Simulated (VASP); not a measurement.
# SnSe2 (P1) in VASP: further runs, part 2 of 2

VASP 6.6.1. The steps go on from the part before.

## (3) Single point, PBE (atom 2 (Se) moved by (+0.300, +0.000) A along [1 1 0] and z)

Input file INCAR:

```
PREC = Accurate ; ENCUT = 520
EDIFF = 1E-6 ; ISMEAR = 0
SIGMA = 0.05 ; LREAL = False
LASPH = True ; NELM = 80
ALGO = Normal ; ISIF = 2
LWAVE = False ; LCHARG = False
GGA = PE ; NBANDS = 20
```

Input file KPOINTS:

```
regular mesh
0
Gamma
  12 12 6
```

Input file POSCAR:

```
SnSe2
1.0
    3.8109987816      0.0000000000      0.0000000000
   -1.9054993908      3.3004217586      0.0000000000
    0.0000000000      0.0000000000      6.1370000000
Sn Se
1 2
Direct
    0.0000000000      0.0000000000      0.0000000000
    0.4211335507      0.7309408867      0.2500000000
    0.6666666667      0.3333333333      0.7500000000
```

Potentials or basis: VASP PAW PBE potentials, release 64 (Sn_d, Se).

The run is started by

```sh
$ cat potpaw_PBE.64/Sn_d/POTCAR potpaw_PBE.64/Se/POTCAR > POTCAR
$ mpirun -np 1 vasp_std > vasp.out
```

OUTCAR:

```text
PREC = Accurate
   ENCUT = 520
   EDIFF = 1E-6
   ISMEAR = 0
   LREAL = False
   LASPH = True
   NELM = 80
   ISIF = 2
   GGA = PE

 ion  position               nearest neighbor table
   1  0.000  0.000  0.000-   2 2.45   3 2.68   3 2.68   3 2.68   2 2.76   2 2.87
   2  0.421  0.731  0.250-   1 2.45   1 2.76   1 2.87
   3  0.667  0.333  0.750-   1 2.68   1 2.68   1 2.68

  LATTYP: Found a hexagonal cell.
 ALAT       =     3.8109987816
 C/A-ratio  =     1.6103390087

  Lattice vectors:

[... 193 lines left out ...]
      5     -17.0834      2.00000
      6      -9.8562      2.00000
[... 541 lines left out ...]
     19      12.1526      0.00000
     20      13.5045      0.00000

 [... further k-points ...]
[... 5 lines left out ...]
  --------------------------------------------------------------------------------------
  -------------------------------------------------------------------------------------
  Total        3.1583269      2.4130786      4.1860614      0.4480013     -1.3865498     -1.9070495
  in kB       65.5546182     50.0861538     86.8864002      9.2987695    -28.7793971    -39.5829509
  external PRESSURE =      67.5090574 kB  Pullay stress =       0.0000000 kB

 VOLUME and BASIS-vectors are now :
 -----------------------------------------------------------------------------
  energy-cutoff  :      520.00
  volume of cell :       77.19
      direct lattice vectors                 reciprocal lattice vectors
     3.810998782  0.000000000  0.000000000     0.262398405  0.151495789  0.000000000
    -1.905499391  3.300421759  0.000000000     0.000000000  0.302991579  0.000000000
     0.000000000  0.000000000  6.137000000     0.000000000  0.000000000  0.162946065

 POSITION                                       TOTAL-FORCE (eV/Angst)
 -----------------------------------------------------------------------------------
      0.00000      0.00000      0.00000         1.194630      0.730980     -0.635020
      0.21213      2.41241      1.53425        -1.288650     -0.898109      1.370421
      1.90550      1.10014      4.60275         0.094020      0.167129     -0.735402
 -----------------------------------------------------------------------------------
    total drift:                               -0.000023      0.000035      0.000009

  FREE ENERGIE OF THE ION-ELECTRON SYSTEM (eV)
  ---------------------------------------------------
  free  energy   TOTEN  =       -11.5419018839 eV

  energy  without entropy=      -11.5419018839  energy(sigma->0) =      -11.54190188
```

OSZICAR:

```text
N       E                     dE             d eps       ncg     rms          rms(c)
DAV:   1     0.207962389728E+03    0.20796E+03   -0.12175E+04 17892   0.148E+03
DAV:   2     0.122827394897E+02   -0.19568E+03   -0.18820E+03 18496   0.391E+02
DAV:   3    -0.110128193343E+02   -0.23296E+02   -0.22776E+02 21104   0.115E+02
DAV:   4    -0.118236810429E+02   -0.81086E+00   -0.80951E+00 20892   0.226E+01
DAV:   5    -0.118429900599E+02   -0.19309E-01   -0.19307E-01 23940   0.364E+00    0.541E+00
DAV:   6    -0.115660192585E+02    0.27697E+00   -0.54587E-01 26528   0.784E+00    0.349E+00
DAV:   7    -0.115418713952E+02    0.24148E-01   -0.18848E-01 20352   0.280E+00    0.104E+00
DAV:   8    -0.115413705971E+02    0.50080E-03   -0.15185E-02 21284   0.121E+00    0.317E-01
DAV:   9    -0.115418615162E+02   -0.49092E-03   -0.17061E-03 19852   0.312E-01    0.888E-02
DAV:  10    -0.115418674476E+02   -0.59314E-05   -0.13644E-04 23776   0.918E-02    0.378E-02
DAV:  11    -0.115418996249E+02   -0.32177E-04   -0.47815E-05 19148   0.396E-02    0.783E-03
DAV:  12    -0.115419006689E+02   -0.10441E-05   -0.30933E-06 19244   0.132E-02    0.584E-03
DAV:  13    -0.115419017399E+02   -0.10709E-05   -0.28431E-06 16560   0.104E-02    0.230E-03
DAV:  14    -0.115419018839E+02   -0.14406E-06   -0.11904E-07 12492   0.250E-03
   1 F= -.11541902E+02 E0= -.11541902E+02  d E =-.301272E-12
```

It took 5.6 min on 1 thread of Intel Xeon 6975P-C (Granite Rapids), shared host; peak memory 0.69 GiB.

Results:

| Item | Value |
| --- | --- |
| Free energy | -11.5419 eV |
| Pressure | 6.8 GPa |
| Largest force | 2.085 eV/Å |
| Band gap on the k mesh | 0.50 eV (least direct gap 0.98 eV) |

Forces on the atoms (eV/Å):
```
Sn   1.195  0.731 -0.635
Se  -1.289 -0.898  1.370
Se   0.094  0.167 -0.735
```

Stress tensor (GPa, compression positive):
```
 6.56  0.93 -3.96
 0.93  5.01 -2.88
-3.96 -2.88  8.69
```

Levels at points of the mesh, in eV from the valence-band top:
```
           k point  band 9  band 10  band 11  band 12  band 13  band 14  band 15  band 16  band 17  band 18
(0.00, 0.00, 0.00)   -1.28    -0.69    -0.42    -0.15    -0.02     0.97     2.81     4.07     5.26     7.89
(0.50, 0.00, 0.00)   -4.51    -3.33    -2.64    -0.73    -0.30     0.99     3.70     4.91     5.41     7.81
(0.00, 0.50, 0.00)   -4.60    -2.99    -2.58    -1.66    -0.54     1.13     3.52     5.57     5.81     6.71
(0.50, 0.50, 0.00)   -4.60    -3.10    -2.54    -1.42    -0.56     1.21     3.43     5.42     5.89     7.01
(0.00, 0.00, 0.50)   -2.23    -1.21    -0.64    -0.33    -0.15     2.27     2.81     3.90     4.96     8.04
(0.50, 0.00, 0.50)   -4.91    -2.51    -2.36    -1.17    -0.70     1.22     4.53     5.08     5.56     6.32
(0.00, 0.50, 0.50)   -5.05    -2.73    -1.81    -1.01    -0.59     0.50     3.64     4.47     5.80     6.66
(0.50, 0.50, 0.50)   -5.04    -2.69    -1.88    -1.11    -0.55     0.71     3.71     4.58     5.65     6.94
```

Caveat: the cell differs from its parent crystal (atom 2 (Se) moved by (+0.300, +0.000) A along [1 1 0] and z); the cell stands under pressure; spin-orbit coupling is left out, which moves the levels of the heavy elements; forces of over 1 eV/Å act on the atoms, so gaps and moduli don't describe the material at rest.

## (4) Single point, PBE (atom 2 (Se) moved by (-0.300, +0.300) A along [1 1 0] and z)

Input file INCAR:

```
PREC = Accurate
ENCUT = 520
EDIFF = 1E-6
ISMEAR = 0
SIGMA = 0.05
LREAL = F
LASPH = T
NELM = 100
ALGO = Normal
ISIF = 2
LWAVE = F
LCHARG = F
GGA = PE
NBANDS = 20
```

KPOINTS is that of step 3.

Edit POSCAR of step 3 so:

```diff
@@ -9,3 +9,3 @@
     0.0000000000      0.0000000000      0.0000000000
-    0.4211335507      0.7309408867      0.2500000000
+    0.2455331159      0.6023924466      0.2988838195
     0.6666666667      0.3333333333      0.7500000000
```

Potentials or basis: VASP PAW PBE potentials, release 64 (Sn_d, Se).

The run is started by

```sh
$ cat potpaw_PBE.64/Sn_d/POTCAR potpaw_PBE.64/Se/POTCAR > POTCAR
$ mpirun -np 1 vasp_std > vasp.out
```

OUTCAR:

```text
PREC = Accurate
   ENCUT = 520
   EDIFF = 1E-6
   ISMEAR = 0
   LREAL = F
   LASPH = T
   NELM = 100
   ISIF = 2
   GGA = PE

 ion  position               nearest neighbor table
   1  0.000  0.000  0.000-   3 2.68   3 2.68   3 2.68   2 2.71   2 2.82   2 3.09
   2  0.246  0.602  0.299-   1 2.71   1 2.82   1 3.09
   3  0.667  0.333  0.750-   1 2.68   1 2.68   1 2.68

  LATTYP: Found a hexagonal cell.
 ALAT       =     3.8109987816
 C/A-ratio  =     1.6103390087

  Lattice vectors:

[... 191 lines left out ...]
      3     -17.0112      2.00000
      4     -16.9969      2.00000
      5     -16.9947      2.00000
      6      -9.6389      2.00000
[... 541 lines left out ...]
     19      11.9416      0.00000
     20      13.8965      0.00000

 [... further k-points ...]
[... 5 lines left out ...]
  --------------------------------------------------------------------------------------
  -------------------------------------------------------------------------------------
  Total        1.3584718      1.2410619     -0.2366822      0.1181479      0.4781264      0.1955533
  in kB       28.1966061     25.7596309     -4.9126042      2.4522912      9.9240494      4.0589291
  external PRESSURE =      16.3478776 kB  Pullay stress =       0.0000000 kB

 VOLUME and BASIS-vectors are now :
 -----------------------------------------------------------------------------
  energy-cutoff  :      520.00
  volume of cell :       77.19
      direct lattice vectors                 reciprocal lattice vectors
     3.810998782  0.000000000  0.000000000     0.262398405  0.151495789  0.000000000
    -1.905499391  3.300421759  0.000000000     0.000000000  0.302991579  0.000000000
     0.000000000  0.000000000  6.137000000     0.000000000  0.000000000  0.162946065

 POSITION                                       TOTAL-FORCE (eV/Angst)
 -----------------------------------------------------------------------------------
      0.00000      0.00000      0.00000         0.003929     -0.170119      1.624522
     -0.21213      1.98815      1.83425         0.180693      0.322957     -1.208002
      1.90550      1.10014      4.60275        -0.184622     -0.152838     -0.416520
 -----------------------------------------------------------------------------------
    total drift:                               -0.000106     -0.000141      0.000261

  FREE ENERGIE OF THE ION-ELECTRON SYSTEM (eV)
  ---------------------------------------------------
  free  energy   TOTEN  =       -11.5513097167 eV

  energy  without entropy=      -11.5505010492  energy(sigma->0) =      -11.55090538
```

Wall time 11 min (1 thread of Intel Xeon 8259CL, shared host); peak memory 0.7 GiB.

Results:

```
Free energy            : -11.5513 eV
Pressure               : 1.6 GPa
Largest force          : 1.633 eV/Å
Band gap on the k mesh : zero (bands 13 and 14 overlap by 0.51 eV)
```

Forces on the atoms (eV/Å):
```
Sn   0.004 -0.170  1.625
Se   0.181  0.323 -1.208
Se  -0.185 -0.153 -0.417
```

Caveat: the cell differs from its parent crystal (atom 2 (Se) moved by (-0.300, +0.300) A along [1 1 0] and z); semilocal functionals underestimate gaps, so a narrow gap can read as zero; spin-orbit coupling is left out, which moves the levels of the heavy elements; forces of over 1 eV/Å act on the atoms, so gaps and moduli don't describe the material at rest.

## (5) Overview

| cell | gap on the mesh (eV) | pressure (GPa) | largest force (eV/Å) |
| --- | --- | --- | --- |
| as given, atomic positions A | 0.33 | 6.4 | 1.58 |
| as given, atomic positions B | 0.50 | 6.8 | 2.08 |
| as given, atomic positions C | none | 1.6 | 1.63 |

Alike in all rows: task single point; level PBE; potentials or basis VASP PAW PBE potentials, release 64 (Sn_d, Se); no spin polarisation; k mesh 12 × 12 × 6; cutoff (eV) 520; smearing gaussian 0.05 eV.

Caveats: spin-orbit coupling is left out, which moves the levels of the heavy elements; forces of over 1 eV/Å act on the atoms, so gaps and moduli don't describe the material at rest; the cell stands under pressure (at least some runs); semilocal functionals underestimate gaps, so a narrow gap can read as zero (at least some runs).

Total energies depend on the potentials used, so only differences within one code and one set of settings carry meaning.
